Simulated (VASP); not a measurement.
# CuRh2 (Fm-3m) in VASP: a series of runs

The runs below take CuRh2 through single point, relaxation of cell and atoms, with PBE.

All numbers are computed with VASP 6.6.1; they aren't measurements. Logs are shortened: lines on timing, memory, paths and dates and some standing lists are left out, and cuts for length are marked.

### Step 1. The cell of the first run

Symmetry: Fm-3m, No. 225, cubic system. The conventional cell has a = 5.320 Å, b = 5.320 Å, c = 5.320 Å, α = 90.00°, β = 90.00°, γ = 90.00°. Within 3.0 Å of Cu (site symmetry m-3m) lie 8 Rh at 2.30 Å. Within 3.0 Å of Rh (site symmetry -43m) lie 4 Cu at 2.30 Å and 6 Rh at 2.66 Å.

### Step 2. Single point, PBE

INCAR

```
PREC = Accurate
ENCUT = 520
EDIFF = 1E-6
ISMEAR = 0
SIGMA = 0.1
LREAL = False
LASPH = True
NELM = 60
ALGO = Normal
ISIF = 2
LWAVE = False
LCHARG = True
GGA = PE
LELF = True
LVHAR = True
NBANDS = 28
```

KPOINTS

```
Automatic mesh
0
Gamma
  6 6 6
```

POSCAR

```
CuRh2
1.0
    0.0000000000      2.6598035406      2.6598035406
    2.6598035406      0.0000000000      2.6598035406
    2.6598035406      2.6598035406      0.0000000000
Cu Rh
1 2
Direct
    0.0000000000      0.0000000000      0.0000000000
    0.2500000000      0.2500000000      0.2500000000
    0.7500000000      0.7500000000      0.7500000000
```

Potentials or basis: VASP PAW PBE potentials, release 64 (Cu, Rh_pv).

Command:

```sh
cat potpaw_PBE.64/Cu/POTCAR potpaw_PBE.64/Rh_pv/POTCAR > POTCAR
mpirun -np 1 vasp_std > vasp.out
```

OUTCAR:

```text
PREC = Accurate
   ENCUT = 520
   EDIFF = 1E-6
   ISMEAR = 0
   LREAL = False
   LASPH = True
   NELM = 60
   ISIF = 2
   GGA = PE

 ion  position               nearest neighbor table
   1  0.000  0.000  0.000-   3 2.30   3 2.30   3 2.30   2 2.30   2 2.30   2 2.30   3 2.30   2 2.30

   2  0.250  0.250  0.250-   1 2.30   1 2.30   1 2.30   1 2.30   3 2.66   3 2.66   3 2.66   3 2.66
                             3 2.66   3 2.66
   3  0.750  0.750  0.750-   1 2.30   1 2.30   1 2.30   1 2.30   2 2.66   2 2.66   2 2.66   2 2.66
                             2 2.66   2 2.66

  LATTYP: Found a face centered cubic cell.
 ALAT       =     5.3196070812

  Lattice vectors:

 A1 = (   0.0000000000,   2.6598035406,   2.6598035406)
 A2 = (   2.6598035406,   0.0000000000,   2.6598035406)
 A3 = (   2.6598035406,   2.6598035406,   0.0000000000)

Analysis of symmetry for initial positions (statically):
=====================================================================
 Subroutine PRICEL returns:
 Original cell was already a primitive cell.

 Routine SETGRP: Setting up the symmetry group for a
 face centered cubic supercell.

 Subroutine GETGRP returns: Found 48 space group operations
 (whereof 48 operations were pure point group operations)
 out of a pool of 48 trial point group operations.

The static configuration has the point symmetry O_h .

Analysis of symmetry for dynamics (positions and initial velocities):
=====================================================================
 Subroutine PRICEL returns:
 Original cell was already a primitive cell.

 Routine SETGRP: Setting up the symmetry group for a
 face centered cubic supercell.

 Subroutine GETGRP returns: Found 48 space group operations
 (whereof 48 operations were pure point group operations)
 out of a pool of 48 trial point group operations.

The dynamic configuration has the point symmetry O_h .

 Subroutine INISYM returns: Found 48 space group operations
 (whereof 48 operations are pure point group operations),
 and found     1 'primitive' translations

----------------------------------------------------------------------------------------

                                     Primitive cell

  volume of cell :      37.6339

  direct lattice vectors                    reciprocal lattice vectors
     0.000000000  2.659803541  2.659803541    -0.187983809  0.187983809  0.187983809
     2.659803541  0.000000000  2.659803541     0.187983809 -0.187983809  0.187983809
     2.659803541  2.659803541  0.000000000     0.187983809  0.187983809 -0.187983809

  length of vectors
     3.761530240  3.761530240  3.761530240     0.325597508  0.325597508  0.325597508

  position of ions in fractional coordinates (direct lattice)
     0.000000000  0.000000000  0.000000000
     0.250000000  0.250000000  0.250000000
     0.750000000  0.750000000  0.750000000

  ion indices of the primitive-cell ions
   primitive index   ion index
                 1           1
                 2           2
                 3           3

----------------------------------------------------------------------------------------

 KPOINTS: Automatic mesh

Automatic generation of k-mesh.
 Grid dimensions read from file:
 generate k-points for:    6    6    6

 Generating k-lattice:

  Cartesian coordinates                     Fractional coordinates (reciprocal lattice)
    -0.031330635  0.031330635  0.031330635     0.166666667  0.000000000  0.000000000
     0.031330635 -0.031330635  0.031330635     0.000000000  0.166666667  0.000000000
     0.031330635  0.031330635 -0.031330635     0.000000000  0.000000000  0.166666667

  Length of vectors
     0.054266251  0.054266251  0.054266251

  Shift w.r.t. Gamma in fractional coordinates (k-lattice)
     0.000000000  0.000000000  0.000000000

 Subroutine IBZKPT returns following result:
 ===========================================

 Found     16 irreducible k-points:

 Following reciprocal coordinates:
            Coordinates               Weight
  0.000000  0.000000  0.000000      1.000000
  0.166667  0.000000  0.000000      8.000000
  0.333333  0.000000  0.000000      8.000000
  0.500000  0.000000  0.000000      4.000000
  0.166667  0.166667  0.000000      6.000000
  0.333333  0.166667  0.000000     24.000000
[... 8 lines left out ...]
 -0.333333  0.333333  0.166667     24.000000
 -0.333333  0.500000  0.166667     12.000000
   k-points           NKPTS =     16   k-points in BZ     NKDIM =     16   number of bands    NBANDS=     28
   number of dos      NEDOS =    301   number of ions     NIONS =      3
   total plane-waves  NPLWV =  21952
   dimension x,y,z NGX =    28 NGY =   28 NGZ =   28
   dimension x,y,z NGXF=    56 NGYF=   56 NGZF=   56
   ions per type =               1   2
   NGX,Y,Z   is equivalent  to a cutoff of  12.37, 12.37, 12.37 a.u.
   NGXF,Y,Z  is equivalent  to a cutoff of  24.75, 24.75, 24.75 a.u.
 SYSTEM =  unknown system
[... 132 lines left out ...]
[... 20 lines left out ...]
     27      23.7419      0.00000
     28      25.8107      0.00000

 k-point     7 :       0.5000    0.1667    0.0000
  band No.  band energies     occupation
      1     -35.5050      2.00000
      2     -35.4823      2.00000
      3     -35.4746      2.00000
      4     -35.2599      2.00000
      5     -35.2557      2.00000
      6     -35.2368      2.00000
[... 20 lines left out ...]
     27      25.2259      0.00000
     28      25.4526      0.00000

 k-point     8 :      -0.3333    0.1667    0.0000
  band No.  band energies     occupation
      1     -35.5591      2.00000
      2     -35.3954      2.00000
      3     -35.3828      2.00000
      4     -35.3513      2.00000
      5     -35.3475      2.00000
      6     -35.1755      2.00000
[... 20 lines left out ...]
     27      24.4750      0.00000
     28      25.3268      0.00000

 k-point     9 :      -0.1667    0.1667    0.0000
  band No.  band energies     occupation
      1     -35.5626      2.00000
      2     -35.4448      2.00000
      3     -35.4425      2.00000
      4     -35.2946      2.00000
      5     -35.2845      2.00000
      6     -35.1641      2.00000
[... 20 lines left out ...]
     27      23.2180      0.00000
     28      24.4733      0.00000

 k-point    10 :       0.3333    0.3333    0.0000
  band No.  band energies     occupation
      1     -35.5727      2.00000
      2     -35.5727      2.00000
      3     -35.5312      2.00000
      4     -35.2160      2.00000
      5     -35.1553      2.00000
      6     -35.1553      2.00000
[... 20 lines left out ...]
     27      22.1492      0.00000
     28      28.0539      0.00000

 k-point    11 :       0.5000    0.3333    0.0000
  band No.  band energies     occupation
      1     -35.6066      2.00000
      2     -35.5575      2.00000
      3     -35.5546      2.00000
      4     -35.1766      2.00000
      5     -35.1756      2.00000
      6     -35.1408      2.00000
[... 20 lines left out ...]
     27      23.8492      0.00000
     28      27.0589      0.00000

 k-point    12 :      -0.3333    0.3333    0.0000
  band No.  band energies     occupation
      1     -35.6154      2.00000
      2     -35.4949      2.00000
      3     -35.4852      2.00000
      4     -35.2485      2.00000
      5     -35.2461      2.00000
      6     -35.1257      2.00000
[... 20 lines left out ...]
     27      26.4411      0.00000
     28      26.6644      0.00000

 k-point    13 :       0.5000    0.5000    0.0000
  band No.  band energies     occupation
      1     -35.6446      2.00000
      2     -35.5838      2.00000
      3     -35.5838      2.00000
      4     -35.1463      2.00000
      5     -35.1463      2.00000
      6     -35.1056      2.00000
[... 20 lines left out ...]
     27      22.5786      0.00000
     28      27.2507      0.00000

 k-point    14 :       0.5000    0.3333    0.1667
  band No.  band energies     occupation
      1     -35.5870      2.00000
      2     -35.5176      2.00000
      3     -35.4655      2.00000
      4     -35.2682      2.00000
      5     -35.2264      2.00000
      6     -35.1455      2.00000
[... 20 lines left out ...]
     27      24.4377      0.00000
     28      25.0064      0.00000

 k-point    15 :      -0.3333    0.3333    0.1667
  band No.  band energies     occupation
      1     -35.5849      2.00000
      2     -35.5779      2.00000
      3     -35.3686      2.00000
      4     -35.3675      2.00000
      5     -35.1603      2.00000
      6     -35.1567      2.00000
[... 20 lines left out ...]
     27      24.7145      0.00000
     28      26.9235      0.00000

 k-point    16 :      -0.3333    0.5000    0.1667
  band No.  band energies     occupation
      1     -35.6299      2.00000
      2     -35.5986      2.00000
      3     -35.4764      2.00000
      4     -35.2577      2.00000
      5     -35.1364      2.00000
      6     -35.1156      2.00000
[... 20 lines left out ...]
     27      23.9564      0.00000
     28      26.5187      0.00000

------------------------ aborting loop because EDIFF is reached ----------------------------------------

  FORCE on cell =-STRESS in cart. coord.  units (eV):
  Direction    XX          YY          ZZ          XY          YZ          ZX
  --------------------------------------------------------------------------------------
  -------------------------------------------------------------------------------------
  Total       13.1206900     13.1206900     13.1206900      0.0000000      0.0000000      0.0000000
  in kB      558.5841179    558.5841179    558.5841179      0.0000000      0.0000000      0.0000000
  external PRESSURE =     558.5841179 kB  Pullay stress =       0.0000000 kB

 VOLUME and BASIS-vectors are now :
 -----------------------------------------------------------------------------
  energy-cutoff  :      520.00
  volume of cell :       37.63
      direct lattice vectors                 reciprocal lattice vectors
     0.000000000  2.659803541  2.659803541    -0.187983809  0.187983809  0.187983809
     2.659803541  0.000000000  2.659803541     0.187983809 -0.187983809  0.187983809
     2.659803541  2.659803541  0.000000000     0.187983809  0.187983809 -0.187983809

 POSITION                                       TOTAL-FORCE (eV/Angst)
 -----------------------------------------------------------------------------------
      0.00000      0.00000      0.00000         0.000000      0.000000     -0.000000
      1.32990      1.32990      1.32990        -0.000000     -0.000000      0.000000
      3.98971      3.98971      3.98971         0.000000     -0.000000     -0.000000
 -----------------------------------------------------------------------------------
    total drift:                                0.000000      0.000000      0.000000

  FREE ENERGIE OF THE ION-ELECTRON SYSTEM (eV)
  ---------------------------------------------------
  free  energy   TOTEN  =       -15.1668760971 eV

  energy  without entropy=      -15.1431989034  energy(sigma->0) =      -15.15503750
```

Run time: 13 s. Hardware: 1 thread of Intel Xeon 6975P-C (Granite Rapids), shared host; peak memory 0.16 GiB.

Results:

```
Free energy : -15.1669 eV
Pressure    : 55.9 GPa
```

Levels at points of the mesh, in eV from the Fermi level:
| k point | band 17 | band 18 | band 19 | band 20 | band 21 | band 22 | band 23 | band 24 |
| --- | --- | --- | --- | --- | --- | --- | --- | --- |
| (0.00, 0.00, 0.00) | -1.99 | 0.39 | 0.39 | 0.39 | 1.43 | 1.43 | 9.28 | 10.34 |
| (0.50, 0.00, 0.00) | -2.02 | -1.42 | -1.42 | -0.90 | -0.50 | -0.50 | 1.06 | 10.11 |
| (0.50, 0.50, 0.00) | -1.77 | -0.47 | -0.10 | -0.10 | 0.01 | 1.32 | 2.74 | 2.74 |

### Step 3. Single point, PBE

This run uses another cell than the first one, of 15.32 Å³/atom, 1.221 times its volume.

INCAR

```
SYSTEM = CuRh2
ALGO = Normal
EDIFF = 1E-7
ENCUT = 520
GGA = PE
ISIF = 2
ISMEAR = 0
LASPH = .True.
LCHARG = .False.
LREAL = .False.
LWAVE = .False.
NBANDS = 28
NELM = 80
PREC = Accurate
SIGMA = 0.1
```

KPOINTS

```
k-points
0
Gamma
  6 6 6
  0 0 0
```

POSCAR

```
CuRh2
1.0
    0.0000000000      2.8428815874      2.8428815874
    2.8428815874      0.0000000000      2.8428815874
    2.8428815874      2.8428815874      0.0000000000
Cu Rh
1 2
Direct
    0.0000000000      0.0000000000      0.0000000000
    0.2500000000      0.2500000000      0.2500000000
    0.7500000000      0.7500000000      0.7500000000
```

Potentials or basis: VASP PAW PBE potentials, release 64 (Cu, Rh_pv).

Command:

```sh
cat potpaw_PBE.64/Cu/POTCAR potpaw_PBE.64/Rh_pv/POTCAR > POTCAR
mpirun -np 1 vasp_std > vasp.out
```

Run time: 19 s. Hardware: 1 thread of Intel Xeon 6975P-C (Granite Rapids), shared host; peak memory 0.17 GiB.

Results (log left out):

```yaml
Free_energy: -16.3708 eV
Pressure: 0.5 GPa
```

Levels at points of the mesh, in eV from the Fermi level:
```tsv
k point	band 17	band 18	band 19	band 20	band 21	band 22	band 23	band 24
(0.00, 0.00, 0.00)	-1.56	0.27	0.27	0.27	1.03	1.03	8.88	9.02
(0.50, 0.00, 0.00)	-1.43	-1.08	-1.08	-0.68	-0.37	-0.37	0.82	8.58
(0.50, 0.50, 0.00)	-1.35	-0.21	-0.10	-0.10	0.01	0.95	2.69	2.69
```

### Step 4. Relaxation of cell and atoms, PBE

INCAR

```
SYSTEM = CuRh2
PREC = Accurate
ENCUT = 600
EDIFF = 1E-7
ISMEAR = 0
SIGMA = 0.1
LREAL = .False.
LASPH = .True.
NELM = 100
ALGO = Normal
ISIF = 3
LWAVE = .False.
LCHARG = .False.
GGA = PE
IBRION = 2
NSW = 90
EDIFFG = -0.04
```

KPOINTS

```
Automatic mesh
0
Gamma
  6 6 6
  0 0 0
```

POSCAR

```
CuRh2
1.0
    0.0000000000      2.6598035406      2.6598035406
    2.6598035406      0.0000000000      2.6598035406
    2.6598035406      2.6598035406      0.0000000000
Cu Rh
1 2
Direct
    0.0000000000      0.0000000000      0.0000000000
    0.2500000000      0.2500000000      0.2500000000
    0.7500000000      0.7500000000      0.7500000000
```

Command:

```sh
cat potpaw_PBE.64/Cu/POTCAR potpaw_PBE.64/Rh_pv/POTCAR > POTCAR
mpirun -np 1 vasp_std > vasp.out
```

Wall time 67 s (1 thread of Intel Xeon 6975P-C (Granite Rapids), shared host); peak memory 0.18 GiB.

Results (log left out):

| Property | Result |
| --- | --- |
| Free energy | -16.3633 eV |
| Relaxed volume | 15.36 Å³/atom |
| Relaxed cell | a = 4.024 Å, b = 4.024 Å, c = 4.024 Å, α = 60.00°, β = 60.00°, γ = 60.00° |
| Space group after relaxing (to 0.05 Å) | Fm-3m (No. 225) |
| Energy gained by relaxing | 398.7 meV/atom |
| Ionic steps | 5 |
| Pressure after relaxing | 0.0 GPa |

Step by step:
```csv
step,energy change (eV),largest force (eV/Å),pressure (GPa),volume (Å³)
1,0.0000,0.0000,55.73,37.63
2,1.0039,0.0000,-23.19,66.76
3,-1.1835,0.0000,-3.67,47.18
4,-1.1951,0.0000,-1.09,46.40
5,-1.1962,0.0000,-0.01,46.09
```

Final structure:
```
Cu Rh
1.0
     0.00000    2.84571    2.84571
     2.84571    0.00000    2.84571
     2.84571    2.84571    0.00000
Cu Rh
1 2
Direct
  0.00000 0.00000 0.00000
  0.25000 0.25000 0.25000
  0.75000 0.75000 0.75000
```

Levels at points of the mesh, in eV from the Fermi level:
```csv
k point,band 16,band 17,band 18,band 19,band 20,band 21,band 22,band 23,band 24
"(0.00, 0.00, 0.00)",-1.55,-1.55,0.27,0.27,0.27,1.03,1.03,8.88,9.01
"(0.50, 0.00, 0.00)",-1.43,-1.43,-1.08,-1.08,-0.68,-0.37,-0.37,0.82,8.56
"(0.50, 0.50, 0.00)",-1.52,-1.35,-0.20,-0.10,-0.10,0.01,0.95,2.69,2.69
```

Caveat: the volume moved by over 15 % at a fixed basis, so the end points are rough.

### Step 5. Single point, PBE

This run uses another cell than the first one, of 15.37 Å³/atom, 1.225 times its volume.

INCAR

```
  ALGO = Fast
  EDIFF = 1E-6
  ENCUT = 520
  GGA = PE
  ISIF = 2
  ISMEAR = 0
  LASPH = True
  LCHARG = True
  LELF = True
  LREAL = False
  LVHAR = True
  LWAVE = False
  NBANDS = 28
  NELM = 80
  PREC = Accurate
  SIGMA = 0.1
```

KPOINTS

```
k-points
0
Gamma
  14 14 14
```

POSCAR

```
CuRh2
1.0
    0.0000000000      2.8459680797      2.8459680797
    2.8459680797      0.0000000000      2.8459680797
    2.8459680797      2.8459680797      0.0000000000
Cu Rh
1 2
Direct
    0.0000000000      0.0000000000      0.0000000000
    0.2500000000      0.2500000000      0.2500000000
    0.7500000000      0.7500000000      0.7500000000
```

Command:

```sh
cat potpaw_PBE.64/Cu/POTCAR potpaw_PBE.64/Rh_pv/POTCAR > POTCAR
mpirun -np 1 vasp_std > vasp.out
```

Run time: 1.7 min. Hardware: 1 thread of Intel Xeon 6975P-C (Granite Rapids), shared host; peak memory 0.25 GiB.

Results (log left out):

* Free energy: -16.3600 eV
* Pressure: 0.1 GPa

Levels at points of the mesh, in eV from the Fermi level:
```
           k point  band 18  band 19  band 20  band 21  band 22  band 23
(0.00, 0.00, 0.00)     0.25     0.25     0.25     1.01     1.01     8.83
(0.50, 0.00, 0.00)    -1.11    -1.11    -0.71    -0.39    -0.39     0.79
(0.50, 0.50, 0.00)    -0.24    -0.12    -0.12    -0.01     0.93     2.65
```

### Step 6. Relaxation of cell and atoms, PBE

This run uses another cell than the first one, of 15.32 Å³/atom, 1.221 times its volume.

INCAR

```
SYSTEM = CuRh2
PREC     = Accurate       ! precision mode
ENCUT    = 600            ! plane-wave cutoff, eV
EDIFF    = 1E-7           ! SCF threshold, eV
ISMEAR   = 0              ! smearing method
SIGMA    = 0.1            ! smearing width, eV
LREAL    = .FALSE.        ! projectors in reciprocal space
LASPH    = .TRUE.         ! aspherical terms in the spheres
NELM     = 80             ! most SCF steps
ALGO     = Fast           ! electronic algorithm
ISIF     = 3              ! what is computed and relaxed
LWAVE    = .FALSE.        ! write WAVECAR
LCHARG   = .FALSE.        ! write CHGCAR
GGA      = PE             ! functional
IBRION   = 2              ! ionic algorithm
NSW      = 100            ! ionic steps
EDIFFG   = -0.01          ! ionic threshold
```

KPOINTS

```
regular mesh
0
G
  14 14 14
  0 0 0
```

POSCAR

```
CuRh2
1.0
    0.0000000000      2.8428815874      2.8428815874
    2.8428815874      0.0000000000      2.8428815874
    2.8428815874      2.8428815874      0.0000000000
Cu Rh
1 2
Direct
    0.0000000000      0.0000000000      0.0000000000
    0.2500000000      0.2500000000      0.2500000000
    0.7500000000      0.7500000000      0.7500000000
```

Potentials or basis: VASP PAW PBE potentials, release 64 (Cu, Rh_pv).

Command:

```sh
cat potpaw_PBE.64/Cu/POTCAR potpaw_PBE.64/Rh_pv/POTCAR > POTCAR
mpirun -np 1 vasp_std > vasp.out
```

Wall time 2.7 min (1 thread of Intel Xeon 6975P-C (Granite Rapids), shared host); peak memory 0.28 GiB.

It converged, with:

* Free energy: -16.3601 eV
* Relaxed volume: 15.38 Å³/atom
* Relaxed cell: a = 4.026 Å, b = 4.026 Å, c = 4.026 Å, α = 60.00°, β = 60.00°, γ = 60.00°
* Space group after relaxing (to 0.05 Å): Fm-3m (No. 225)
* Energy gained by relaxing: 0.1 meV/atom
* Ionic steps: 3
* Pressure after relaxing: 0.0 GPa

The path:
```
step  energy change (eV)  largest force (eV/Å)  pressure (GPa)  volume (Å³)
   1              0.0000                0.0000            0.65        45.95
   2              0.0002                0.0000           -0.78        46.37
   3             -0.0004                0.0000            0.03        46.13
```

Final structure:
```
Cu Rh
1.0
     0.00000    2.84660    2.84660
     2.84660    0.00000    2.84660
     2.84660    2.84660    0.00000
Cu Rh
1 2
Direct
  0.00000 0.00000 0.00000
  0.25000 0.25000 0.25000
  0.75000 0.75000 0.75000
```

Levels at points of the mesh, in eV from the Fermi level:
| k point | band 17 | band 18 | band 19 | band 20 | band 21 | band 22 | band 23 | band 24 |
| --- | --- | --- | --- | --- | --- | --- | --- | --- |
| (0.00, 0.00, 0.00) | -1.58 | 0.25 | 0.25 | 0.25 | 1.00 | 1.00 | 8.83 | 8.96 |
| (0.50, 0.00, 0.00) | -1.45 | -1.10 | -1.10 | -0.71 | -0.39 | -0.39 | 0.79 | 8.51 |
| (0.50, 0.50, 0.00) | -1.37 | -0.24 | -0.12 | -0.12 | -0.01 | 0.92 | 2.65 | 2.65 |

### Step 7. Summary

```tsv
task	cell	k mesh	cutoff (eV)	gap on the mesh (eV)	pressure (GPa)	relaxed volume (Å³/atom)
single point	a = 3.762 Å, angles 60.0°, 3 atoms	6 × 6 × 6	520	none	55.9	-
single point	a = 4.020 Å, angles 60.0°, 3 atoms	6 × 6 × 6	520	none	0.5	-
relaxation of cell and atoms	relaxed from a = 3.762 Å, angles 60.0°, 3 atoms	6 × 6 × 6	600	none	0.0	15.36
single point	a = 4.025 Å, angles 60.0°, 3 atoms	14 × 14 × 14	520	none	0.1	-
relaxation of cell and atoms	relaxed from a = 4.020 Å, angles 60.0°, 3 atoms	14 × 14 × 14	600	none	0.0	15.38
```

Alike in all rows: level PBE; potentials or basis VASP PAW PBE potentials, release 64 (Cu, Rh_pv); no spin polarisation; smearing gaussian 0.1 eV.

Caveats: the volume moved by over 15 % at a fixed basis, so the end points are rough (some runs).

Absolute energies hang on the potentials; compare differences alone.
